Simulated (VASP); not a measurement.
# NaF in VASP: further runs, part 2 of 2

VASP 6.6.1. Earlier steps stand in the parts before.

## Step 5: Single point, HSE06 (strain -0.5%)

Contents of POSCAR:

```
NaF
1.0
    0.0000000000      2.2856822476      2.2856822476
    2.2856822476      0.0000000000      2.2856822476
    2.2856822476      2.2856822476      0.0000000000
Na F
1 1
Direct
    0.0000000000      0.0000000000      0.0000000000
    0.5000000000      0.5000000000      0.5000000000
```

Contents of INCAR.step1:

```
PREC = Accurate
ENCUT = 520
EDIFF = 1E-5
ISMEAR = 0
SIGMA = 0.01
LREAL = F
LASPH = T
NELM = 100
ALGO = Normal
ISIF = 2
LWAVE = T
GGA = PE
NBANDS = 14
```

Contents of INCAR.step2:

```
PREC = Accurate
ENCUT = 520
EDIFF = 1E-6
ISMEAR = 0
SIGMA = 0.01
LREAL = F
LASPH = T
NELM = 100
ALGO = Normal
ISIF = 2
LWAVE = F
LCHARG = T
GGA = PE
LHFCALC = T
HFSCREEN = 0.2079
PRECFOCK = Normal
LELF = T
LVHAR = T
ISTART = 1
NBANDS = 14
```

Contents of KPOINTS:

```
Automatic mesh
0
Gamma
  6 6 6
```

Potentials or basis: VASP PAW PBE potentials, release 64 (Na_pv, F).

On the command line:

```
$ cat potpaw_PBE.64/Na_pv/POTCAR potpaw_PBE.64/F/POTCAR > POTCAR
$ cp INCAR.step1 INCAR
$ mpirun -np 1 vasp_std > vasp.out
$ cp INCAR.step2 INCAR
$ mpirun -np 1 vasp_std > vasp.out
```

OUTCAR:

```text
PREC = Accurate
   ENCUT = 520
   EDIFF = 1E-6
   ISMEAR = 0
   LREAL = F
   LASPH = T
   NELM = 100
   ISIF = 2
   GGA = PE
   LHFCALC = T
   HFSCREEN = 0.2079
   PRECFOCK = Normal
   ISTART = 1

 ion  position               nearest neighbor table
   1  0.000  0.000  0.000-   2 2.29   2 2.29   2 2.29   2 2.29   2 2.29   2 2.29
   2  0.500  0.500  0.500-   1 2.29   1 2.29   1 2.29   1 2.29   1 2.29   1 2.29

  LATTYP: Found a face centered cubic cell.
 ALAT       =     4.5713644952

  Lattice vectors:

 A1 = (   0.0000000000,   2.2856822476,   2.2856822476)
 A2 = (   2.2856822476,   0.0000000000,   2.2856822476)
 A3 = (   2.2856822476,   2.2856822476,   0.0000000000)

Analysis of symmetry for initial positions (statically):
=====================================================================
 Subroutine PRICEL returns:
 Original cell was already a primitive cell.

 Routine SETGRP: Setting up the symmetry group for a
 face centered cubic supercell.

 Subroutine GETGRP returns: Found 48 space group operations
[... 9 lines left out ...]

[... 164 lines left out ...]
      2     -23.8344      2.00000
      3     -23.8344      2.00000
      4     -23.8344      2.00000
      5      -3.5935      2.00000
      6      -3.5935      2.00000
      7      -3.5935      2.00000
      8       5.1033      0.00000
      9      18.0829      0.00000
     10      18.0829      0.00000
     11      18.0829      0.00000
     12      20.7808      0.00000
     13      23.4713      0.00000
     14      23.4713      0.00000
[... 241 lines left out ...]
      1     -24.4503      2.00000
      2     -23.9631      2.00000
      3     -23.9158      2.00000
      4     -23.5190      2.00000
      5      -4.7728      2.00000
      6      -4.3063      2.00000
      7      -4.1812      2.00000
      8      12.1499      0.00000
      9      12.2586      0.00000
     10      13.8696      0.00000
     11      17.1837      0.00000
     12      20.9788      0.00000
     13      25.6276      0.00000
     14      25.8675      0.00000

------------------------ aborting loop because EDIFF is reached ----------------------------------------

  FORCE on cell =-STRESS in cart. coord.  units (eV):
  Direction    XX          YY          ZZ          XY          YZ          ZX
  --------------------------------------------------------------------------------------
  -------------------------------------------------------------------------------------
  Total        0.3777541      0.3777541      0.3777541      0.0000000      0.0000000      0.0000000
  in kB       25.3420780     25.3420780     25.3420780      0.0000000      0.0000000      0.0000000
  external PRESSURE =      25.3420780 kB  Pullay stress =       0.0000000 kB

 VOLUME and BASIS-vectors are now :
 -----------------------------------------------------------------------------
  energy-cutoff  :      520.00
  volume of cell :       23.88
      direct lattice vectors                 reciprocal lattice vectors
     0.000000000  2.285682248  2.285682248    -0.218753066  0.218753066  0.218753066
     2.285682248  0.000000000  2.285682248     0.218753066 -0.218753066  0.218753066
     2.285682248  2.285682248  0.000000000     0.218753066  0.218753066 -0.218753066

 POSITION                                       TOTAL-FORCE (eV/Angst)
 -----------------------------------------------------------------------------------
      0.00000      0.00000      0.00000         0.000000     -0.000000      0.000000
      2.28568      2.28568      2.28568        -0.000000      0.000000     -0.000000
 -----------------------------------------------------------------------------------
    total drift:                               -0.000002     -0.000003     -0.000003

  FREE ENERGIE OF THE ION-ELECTRON SYSTEM (eV)
  ---------------------------------------------------
  free  energy   TOTEN  =       -10.3031330391 eV

  energy  without entropy=      -10.3031330391  energy(sigma->0) =      -10.30313304
```

OUTCAR.step1:

```text
PREC = Accurate
   ENCUT = 520
   EDIFF = 1E-5
   ISMEAR = 0
   LREAL = F
   LASPH = T
[... 481 lines left out ...]
 -----------------------------------------------------------------------------------
      0.00000      0.00000      0.00000         0.000000      0.000000      0.000000
      2.28568      2.28568      2.28568         0.000000      0.000000      0.000000
 -----------------------------------------------------------------------------------
    total drift:                                0.000000     -0.000000      0.000000

  FREE ENERGIE OF THE ION-ELECTRON SYSTEM (eV)
  ---------------------------------------------------
  free  energy   TOTEN  =        -8.5399285749 eV

  energy  without entropy=       -8.5399285749  energy(sigma->0) =       -8.53992857
```

OSZICAR.step1:

```text
N       E                     dE             d eps       ncg     rms          rms(c)
DAV:   1     0.107110439749E+03    0.10711E+03   -0.76086E+03   448   0.124E+03
DAV:   2    -0.387813684373E+01   -0.11099E+03   -0.10396E+03   472   0.329E+02
DAV:   3    -0.939027269149E+01   -0.55121E+01   -0.54952E+01   562   0.688E+01
DAV:   4    -0.943039590672E+01   -0.40123E-01   -0.40121E-01   472   0.634E+00
DAV:   5    -0.943079508458E+01   -0.39918E-03   -0.39917E-03   574   0.624E-01    0.543E+00
DAV:   6    -0.854706145087E+01    0.88373E+00   -0.30233E+00   554   0.151E+01    0.178E+00
DAV:   7    -0.853801232060E+01    0.90491E-02   -0.29418E-02   448   0.204E+00    0.105E+00
DAV:   8    -0.853942953850E+01   -0.14172E-02   -0.27025E-02   472   0.314E+00    0.147E-01
DAV:   9    -0.854002060991E+01   -0.59107E-03   -0.40649E-03   596   0.617E-01    0.115E-01
DAV:  10    -0.853993102085E+01    0.89589E-04   -0.71563E-04   472   0.335E-01    0.176E-02
DAV:  11    -0.853992857489E+01    0.24460E-05   -0.26021E-05   502   0.581E-02
   1 F= -.85399286E+01 E0= -.85399286E+01  d E =-.316462E-18
```

Run time: 13 min. Hardware: 1 thread of Intel Xeon 6975P-C, shared host; peak memory 0.24 GiB.

What came out:

```
Free energy            : -10.3031 eV
Pressure               : 2.5 GPa
Band gap on the k mesh : 8.70 eV, direct
```

Levels at points of the mesh, in eV from the valence-band top:
```tsv
k point	band 3	band 4	band 5	band 6	band 7	band 8	band 9	band 10	band 11	band 12
(0.00, 0.00, 0.00)	-20.24	-20.24	0.00	0.00	0.00	8.70	21.68	21.68	21.68	24.37
(0.50, 0.00, 0.00)	-20.25	-19.51	-1.72	-0.29	-0.29	13.27	15.21	23.02	23.02	26.08
(0.50, 0.50, 0.00)	-20.30	-20.30	-1.39	-0.45	-0.45	15.65	15.88	16.41	22.94	22.94
```

Caveat: the cell differs from its parent crystal (strain -0.5%); the PAW data sets were made with another functional, which shifts forces and pressure a little.

## Step 6: The runs side by side

| level | cell | k mesh | smearing | grid for exact exchange (PRECFOCK) | screening parameter | gap on the mesh (eV) | pressure (GPa) |
| --- | --- | --- | --- | --- | --- | --- | --- |
| PBE | a = 3.249, b = 3.249, c = 3.188 Å, angles 60.6, 60.6, 61.2°, 2 atoms | 10 × 10 × 10 | fermi-dirac 0.02 eV | - | - | 6.38 | 3.5 |
| r2SCAN | a = 3.230 Å, angles 62.5°, 2 atoms | 10 × 10 × 10 | gaussian 0.01 eV | - | - | 7.00 | -2.4 |
| r2SCAN | a = 3.249, b = 3.249, c = 3.188 Å, angles 60.6, 60.6, 61.2°, 2 atoms | 10 × 10 × 10 | gaussian 0.01 eV | - | - | 7.26 | -0.7 |
| HSE06 | a = 3.232 Å, angles 60.0°, 2 atoms | 6 × 6 × 6 | gaussian 0.01 eV | Normal | 0.2079 1/Å | 8.70 | 2.5 |

Alike in all rows: task single point; potentials or basis VASP PAW PBE potentials, release 64 (Na_pv, F); no spin polarisation; cutoff (eV) 520.

Caveats: the PAW data sets were made with another functional, which shifts forces and pressure a little (some runs).

Absolute energies hang on the potentials; compare differences alone.
